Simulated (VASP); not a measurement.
Wanted: the native input for a VASP 6.6.1 run.

```
Task                   : single point
Functional             : PBEsol
Potentials or basis    : VASP PAW PBE potentials, release 64 (Zr_sv, C)
Cutoff                 : 520 eV
k mesh                 : 12 × 12 × 12
Occupations            : gaussian, width 0.05 eV
Spin                   : no spin polarisation
Dipole correction      : no
Further INCAR settings : ALGO = Normal; EDIFF = 1e-06; NBANDS = 15
```

The structure of ZrC lies in POSCAR:

```
ZrC
1.0
    0.0000000000      2.3500456945      2.3500456945
    2.3500456945      0.0000000000      2.3500456945
    2.3500456945      2.3500456945      0.0000000000
Zr C
1 1
Direct
    0.5000000000      0.5000000000      0.5000000000
    0.0000000000      0.0000000000      0.0000000000
```

This cell differs from its parent crystal: volume scaled by 1.020.

One way to write it, as run:

INCAR

```
SYSTEM = ZrC
ALGO = Normal
EDIFF = 1E-6
ENCUT = 520
GGA = PS
ISIF = 2
ISMEAR = 0
LASPH = .TRUE.
LCHARG = .FALSE.
LREAL = .FALSE.
LWAVE = .FALSE.
NBANDS = 15
NELM = 80
PREC = Accurate
SIGMA = 0.05
```

KPOINTS

```
k-points
0
G
  12 12 12
  0 0 0
```

Potentials or basis: VASP PAW PBE potentials, release 64 (Zr_sv, C).

Command:

```console
$ cat potpaw_PBE.64/Zr_sv/POTCAR potpaw_PBE.64/C/POTCAR > POTCAR
$ mpirun -np 1 vasp_std > vasp.out
```

Results of the run:

- Pressure: -4.1 GPa
- Band gap on the k mesh: zero (band 8 reaches 10.45 eV, above the bottom of band 9 at 9.12 eV)

Caveat: the PAW data sets were made with another functional, which shifts forces and pressure a little.

Wall time 23 s on 1 thread of AMD EPYC 9R45 96-Core Processor (Zen 5) (shared host), peak memory 0.14 GiB.
